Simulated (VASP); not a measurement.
# ZrS2 in VASP: single point with LDA

Aim: the single point of ZrS2 with LDA.

Everything below comes from runs of VASP 6.6.1. Logs are shortened: lines on timing, memory, paths and dates and some standing lists are left out, and cuts for length are marked.

## Step 1: The cell of the first run

The cell holds a sheet with vacuum, 3 atoms: a = 3.606 Å, b = 3.606 Å, c = 29.600 Å, α = 90.00°, β = 90.00°, γ = 120.00°.

## Step 2: Single point, LDA

Input file INCAR:

```
SYSTEM = ZrS2
PREC = Accurate ; ENCUT = 400
EDIFF = 1E-6 ; ISMEAR = 0
SIGMA = 0.03 ; LREAL = .False.
LASPH = .True. ; NELM = 120
ALGO = Normal ; ISIF = 2
LWAVE = .False. ; LCHARG = .True.
LDIPOL = .True. ; IDIPOL = 3
DIPOL = 0.5 0.5 0.285 ; GGA = CA
LELF = .True. ; LVHAR = .True.
LVACPOTAV = .True. ; NBANDS = 19
GGA_COMPAT = .False. ; NELMDL = -8
```

Input file KPOINTS:

```
regular mesh
0
Gamma
  12 12 1
  0 0 0
```

Input file POSCAR:

```
ZrS2
1.0
    3.6063004713      0.0000000000      0.0000000000
   -1.8031502357      3.1231478218      0.0000000000
    0.0000000000      0.0000000000     29.6000000022
S Zr
2 1
Direct
    0.3333333333      0.6666666667      0.2367938896
    0.6666666667      0.3333333333      0.3341520563
    0.0000000000      0.0000000000      0.2854729730
```

Potentials or basis: VASP PAW LDA potentials, release 64 (S, Zr_sv).

The run is started by

```sh
$ cat potpaw_LDA.64/S/POTCAR potpaw_LDA.64/Zr_sv/POTCAR > POTCAR
$ mpirun -np 1 vasp_std > vasp.out
```

OUTCAR:

```text
SYSTEM = ZrS2
   PREC = Accurate
   ENCUT = 400
   EDIFF = 1E-6
   ISMEAR = 0
   LREAL = .False.
   LASPH = .True.
   NELM = 120
   ISIF = 2
   GGA = CA
   NELMDL = -8

 ion  position               nearest neighbor table
   1  0.333  0.667  0.237-   3 2.53   3 2.53   3 2.53
   2  0.667  0.333  0.334-   3 2.53   3 2.53   3 2.53
   3  0.000  0.000  0.285-   2 2.53   2 2.53   2 2.53   1 2.53   1 2.53   1 2.53

  LATTYP: Found a hexagonal cell.
 ALAT       =     3.6063004713
 C/A-ratio  =     8.2078573978

  Lattice vectors:

 A1 = (   3.6063004713,   0.0000000000,   0.0000000000)
 A2 = (  -1.8031502357,   3.1231478218,   0.0000000000)
 A3 = (   0.0000000000,   0.0000000000,  29.6000000022)

Analysis of symmetry for initial positions (statically):
=====================================================================
 Subroutine PRICEL returns:
 Original cell was already a primitive cell.

 Routine SETGRP: Setting up the symmetry group for a
 hexagonal supercell.

 Subroutine GETGRP returns: Found 12 space group operations
 (whereof  6 operations were pure point group operations)
 out of a pool of 24 trial point group operations.

The static configuration has the point symmetry C_3v.
 The point group associated with its full space group is D_3d.

Analysis of symmetry for dynamics (positions and initial velocities):
=====================================================================
 Subroutine PRICEL returns:
 Original cell was already a primitive cell.

 Routine SETGRP: Setting up the symmetry group for a
 hexagonal supercell.

 Subroutine GETGRP returns: Found 12 space group operations
 (whereof  6 operations were pure point group operations)
 out of a pool of 24 trial point group operations.

The dynamic configuration has the point symmetry C_3v.
 The point group associated with its full space group is D_3d.

 Subroutine INISYM returns: Found 12 space group operations
 (whereof  6 operations are pure point group operations),
 and found     1 'primitive' translations

----------------------------------------------------------------------------------------

                                     Primitive cell

  volume of cell :     333.3851

  direct lattice vectors                    reciprocal lattice vectors
     3.606300471  0.000000000  0.000000000     0.277292480  0.160094888  0.000000000
    -1.803150236  3.123147822  0.000000000     0.000000000  0.320189776  0.000000000
     0.000000000  0.000000000 29.600000002     0.000000000  0.000000000  0.033783784

  length of vectors
     3.606300471  3.606300471 29.600000002     0.320189776  0.320189776  0.033783784

  position of ions in fractional coordinates (direct lattice)
     0.333333333  0.666666667  0.236793890
     0.666666667  0.333333333  0.334152056
     0.000000000  0.000000000  0.285472973

  ion indices of the primitive-cell ions
   primitive index   ion index
                 1           1
                 2           2
                 3           3

----------------------------------------------------------------------------------------

 KPOINTS: regular mesh

Automatic generation of k-mesh.
 Grid dimensions read from file:
 generate k-points for:   12   12    1

 Generating k-lattice:

  Cartesian coordinates                     Fractional coordinates (reciprocal lattice)
     0.023107707  0.013341241  0.000000000     0.083333333 -0.000000000  0.000000000
     0.000000000  0.026682481  0.000000000     0.000000000  0.083333333  0.000000000
     0.000000000  0.000000000  0.033783784     0.000000000  0.000000000  1.000000000

  Length of vectors
     0.026682481  0.026682481  0.033783784

  Shift w.r.t. Gamma in fractional coordinates (k-lattice)
     0.000000000  0.000000000  0.000000000

 Subroutine IBZKPT returns following result:
 ===========================================

 Found     19 irreducible k-points:

 Following reciprocal coordinates:
            Coordinates               Weight
  0.000000  0.000000  0.000000      1.000000
  0.083333 -0.000000  0.000000      6.000000
  0.166667 -0.000000  0.000000      6.000000
  0.250000 -0.000000  0.000000      6.000000
  0.333333 -0.000000  0.000000      6.000000
  0.416667 -0.000000  0.000000      6.000000
[... 11 lines left out ...]
  0.333333  0.250000  0.000000     12.000000
  0.333333  0.333333  0.000000      2.000000
   k-points           NKPTS =     19   k-points in BZ     NKDIM =     19   number of bands    NBANDS=     19
   number of dos      NEDOS =    301   number of ions     NIONS =      3
   total plane-waves  NPLWV = 112896
   dimension x,y,z NGX =    24 NGY =   24 NGZ =  196
   dimension x,y,z NGXF=    48 NGYF=   48 NGZF=  392
   ions per type =               2   1
   NGX,Y,Z   is equivalent  to a cutoff of  11.06, 11.06, 11.01 a.u.
   NGXF,Y,Z  is equivalent  to a cutoff of  22.13, 22.13, 22.02 a.u.
 SYSTEM =  ZrS2
   PREC   = accura    normal or accurate (medium, high low for compatibility)
   ISTART =      0    job   : 0-new  1-cont  2-samecut
   ICHARG =      2    charge: 1-file 2-atom 10-const
   ISPIN  =      1    spin polarized calculation?
   LNONCOLLINEAR =      F non collinear calculations
   LSORBIT =      F    spin-orbit coupling
   LASPH  =      T    aspherical Exc in radial PAW
   ENCUT  =  400.0 eV  29.40 Ry    5.42 a.u.   5.88  5.88 48.27*2*pi/ulx,y,z
   NELM   =    120;   NELMIN=  2; NELMDL= -8     # of ELM steps
   EDIFF  = 0.1E-05   stopping-criterion for ELM
   LREAL  =      F    real-space projection
   EDIFFG = 0.1E-04   stopping-criterion for IOM
   NSW    =      0    number of steps for IOM
   IBRION =     -1    ionic relax: 0-MD 1-quasi-New 2-CG
   NFREE  =      0    steps in history (QN), initial steepest desc. (CG)
   ISIF   =      2    stress and relaxation
   ISYM   =      2    0-nonsym 1-usesym 2-fastsym
   POTIM  = 0.5000    time-step for ionic-motion
   TEBEG  =    0.0;   TEEND  =   0.0 temperature during run
   PSTRESS=    0.0 pullay stress
   NELECT =      24.0000    total number of electrons
   NUPDOWN=      -1.0000    fix difference up-down
   EMIN   =  10.00;   EMAX   =-10.00  energy-range for DOS
   EFERMI =   0.00;   METHOD = LEGACY
   ISMEAR =     0;   SIGMA  =   0.03  broadening in eV -4-tet -1-fermi 0-gaus
   EFERMI_NEDOS =   21; number of points for ismear=-14 and -15
   IALGO  =     38    algorithm
   IMIX   =      4    mixing-type and parameters
     AMIX     =   0.40;   BMIX     =  1.00
     AMIX_MAG =   1.60;   BMIX_MAG =  1.00
  volume/ion in A,a.u.               =     111.13       749.93
  Fermi-wavevector in a.u.,A,eV,Ry     =   0.681025  1.286951  6.310319  0.463795
  Thomas-Fermi vector in A             =   1.759687
   LORBIT       =      0    0 simple, 1 ext, 2 COOP (PROOUT), +10 PAW based schemes
   GGA     = CA    functional components
   LHFCALC =     F    Hartree Fock is set to
   AEXX    =    0.0000 exact exchange contribution
   IVDW    =     0    specifies the selected vdW correction
   LEPSILON=     F    determine dielectric tensor
   LRPA    =     F    only Hartree local field effects (RPA)
 non-spin polarized calculation
 Gauss-broadening in eV      SIGMA  =   0.03
  energy-cutoff  :      400.00
  volume of cell :      333.39
 maximum number of plane-waves:      6090
 NGX is ok and might be reduce to    24
   NGX = 11   NGY = 11   NGZ = 97

 dipolmoment           0.000000      0.000000     -0.000017 electrons x Angstroem

 number of electron      24.0000007 magnetization

 dipolmoment           0.000000      0.000000      0.000005 electrons x Angstroem

 Free energy of the ion-electron system (eV)
  ---------------------------------------------------
  ext. energy  EPLUGINS =         0.00000000
  ---------------------------------------------------
  free energy    TOTEN  =       -23.24846327 eV

  energy without entropy =      -23.24846327  energy(sigma->0) =      -23.24846327

 E-fermi :  -4.0049     XC(G=0):  -2.3194

 val. band max:       -4.2711066913   @ k =   0.0000   0.0000   0.0000
 cond. band min:      -3.3119709826   @ k =   0.5000  -0.0000   0.0000
 fundamental gap:      0.9591357088
 Fermi energy:        -4.0048533335

 k-point     1 :       0.0000    0.0000    0.0000
  band No.  band energies     occupation
      1     -52.7422      2.00000
      2     -31.0042      2.00000
      3     -30.8230      2.00000
      4     -30.8230      2.00000
      5     -16.8375      2.00000
      6     -15.5793      2.00000
[... 11 lines left out ...]
     18       1.2689      0.00000
     19       1.7169      0.00000

 k-point     2 :       0.0833   -0.0000    0.0000
  band No.  band energies     occupation
      1     -52.7405      2.00000
      2     -30.9993      2.00000
      3     -30.8457      2.00000
      4     -30.8278      2.00000
      5     -16.7584      2.00000
      6     -15.5918      2.00000
[... 11 lines left out ...]
     18       1.4938      0.00000
     19       1.9257      0.00000

 k-point     3 :       0.1667   -0.0000    0.0000
  band No.  band energies     occupation
      1     -52.7358      2.00000
      2     -30.9859      2.00000
      3     -30.9069      2.00000
      4     -30.8409      2.00000
      5     -16.5387      2.00000
      6     -15.6242      2.00000
[... 11 lines left out ...]
     18       2.0098      0.00000
     19       2.3393      0.00000

 k-point     4 :       0.2500   -0.0000    0.0000
  band No.  band energies     occupation
      1     -52.7295      2.00000
      2     -30.9915      2.00000
      3     -30.9652      2.00000
      4     -30.8587      2.00000
      5     -16.2375      2.00000
      6     -15.6529      2.00000
[... 11 lines left out ...]
     18       2.5598      0.00000
     19       2.8722      0.00000

 k-point     5 :       0.3333   -0.0000    0.0000
  band No.  band energies     occupation
      1     -52.7231      2.00000
      2     -31.0712      2.00000
      3     -30.9476      2.00000
      4     -30.8764      2.00000
      5     -15.9963      2.00000
      6     -15.5944      2.00000
[... 11 lines left out ...]
     18       2.5838      0.00000
     19       3.4047      0.00000

 k-point     6 :       0.4167   -0.0000    0.0000
  band No.  band energies     occupation
      1     -52.7185      2.00000
      2     -31.1294      2.00000
      3     -30.9339      2.00000
      4     -30.8893      2.00000
      5     -15.9399      2.00000
      6     -15.4065      2.00000
[... 11 lines left out ...]
     18       2.1689      0.00000
     19       2.9535      0.00000

 k-point     7 :       0.5000   -0.0000    0.0000
  band No.  band energies     occupation
      1     -52.7168      2.00000
      2     -31.1505      2.00000
      3     -30.9289      2.00000
      4     -30.8940      2.00000
      5     -15.9398      2.00000
      6     -15.3101      2.00000
[... 11 lines left out ...]
     18       2.3299      0.00000
     19       2.9070      0.00000

 k-point     8 :       0.0833    0.0833    0.0000
  band No.  band energies     occupation
      1     -52.7373      2.00000
      2     -30.9901      2.00000
      3     -30.8865      2.00000
      4     -30.8379      2.00000
      5     -16.6085      2.00000
      6     -15.6147      2.00000
[... 146 lines left out ...]
 k-point    15 :       0.3333    0.1667    0.0000
  band No.  band energies     occupation
      1     -52.7168      2.00000
      2     -31.1078      2.00000
      3     -30.9402      2.00000
      4     -30.9276      2.00000
      5     -15.7947      2.00000
      6     -15.4735      2.00000
[... 11 lines left out ...]
     18       3.1725      0.00000
     19       3.6737      0.00000

 k-point    16 :       0.4167    0.1667    0.0000
  band No.  band energies     occupation
      1     -52.7153      2.00000
      2     -31.1217      2.00000
      3     -30.9471      2.00000
      4     -30.9250      2.00000
      5     -15.8000      2.00000
      6     -15.3860      2.00000
[... 11 lines left out ...]
     18       3.0305      0.00000
     19       3.6407      0.00000

 k-point    17 :       0.2500    0.2500    0.0000
  band No.  band energies     occupation
      1     -52.7168      2.00000
      2     -31.0872      2.00000
      3     -30.9609      2.00000
      4     -30.9282      2.00000
      5     -15.6775      2.00000
      6     -15.5966      2.00000
[... 11 lines left out ...]
     18       3.7583      0.00000
     19       3.8917      0.00000

 k-point    18 :       0.3333    0.2500    0.0000
  band No.  band energies     occupation
      1     -52.7145      2.00000
      2     -31.0894      2.00000
      3     -30.9936      2.00000
      4     -30.9227      2.00000
      5     -15.6675      2.00000
      6     -15.4824      2.00000
[... 11 lines left out ...]
     18       3.8655      0.00000
     19       4.2065      0.00000

 k-point    19 :       0.3333    0.3333    0.0000
  band No.  band energies     occupation
      1     -52.7136      2.00000
      2     -31.0481      2.00000
      3     -31.0481      2.00000
      4     -30.9205      2.00000
      5     -15.5535      2.00000
      6     -15.5535      2.00000
[... 11 lines left out ...]
     18       4.3241      0.00000
     19       4.6775      0.00000

------------------------ aborting loop because EDIFF is reached ----------------------------------------

  FORCE on cell =-STRESS in cart. coord.  units (eV):
  Direction    XX          YY          ZZ          XY          YZ          ZX
  --------------------------------------------------------------------------------------
  -------------------------------------------------------------------------------------
  Total       -0.0028040     -0.0028040      0.0080552      0.0000000     -0.0000000      0.0000000
  in kB       -0.0134756     -0.0134756      0.0387114      0.0000000     -0.0000000      0.0000000
  external PRESSURE =       0.0039201 kB  Pullay stress =       0.0000000 kB

 VOLUME and BASIS-vectors are now :
 -----------------------------------------------------------------------------
  energy-cutoff  :      400.00
  volume of cell :      333.39
      direct lattice vectors                 reciprocal lattice vectors
     3.606300471  0.000000000  0.000000000     0.277292480  0.160094888  0.000000000
    -1.803150236  3.123147822  0.000000000     0.000000000  0.320189776  0.000000000
     0.000000000  0.000000000 29.600000002     0.000000000  0.000000000  0.033783784

 POSITION                                       TOTAL-FORCE (eV/Angst)
 -----------------------------------------------------------------------------------
     -0.00000      2.08210      7.00910        -0.000000      0.000000     -0.017856
      1.80315      1.04105      9.89090        -0.000000      0.000000      0.017856
      0.00000      0.00000      8.45000         0.000000      0.000000      0.000000
 -----------------------------------------------------------------------------------
    total drift:                               -0.000000     -0.000000      0.000084

  FREE ENERGIE OF THE ION-ELECTRON SYSTEM (eV)
  ---------------------------------------------------
  free  energy   TOTEN  =       -23.2484632667 eV

  energy  without entropy=      -23.2484632667  energy(sigma->0) =      -23.24846327

 vacuum level on the upper side and lower side of the slab         2.222         2.222
```

Run time: 3 min. Hardware: 1 thread of Intel Xeon 8259CL, shared host; peak memory 0.29 GiB.

What came out:

| Quantity | Value |
| --- | --- |
| Free energy | -23.2485 eV |
| Largest force | 0.018 eV/Å |
| Band gap on the k mesh | 0.96 eV (least direct gap 1.56 eV) |

Forces in eV/Å, atoms in the order of the input:
```
S    0.000  0.000 -0.018
S    0.000  0.000  0.018
Zr   0.000  0.000  0.000
```

Levels at points of the mesh, in eV from the valence-band top:
```csv
k point,band 8,band 9,band 10,band 11,band 12,band 13,band 14,band 15,band 16,band 17
"(0.00, 0.00, 0.00)",-2.76,-2.76,-1.00,0.00,0.00,1.56,1.56,2.50,5.36,5.36
"(0.50, 0.00, 0.00)",-2.90,-2.55,-2.45,-1.26,-0.96,0.96,3.45,3.80,5.78,6.19
```
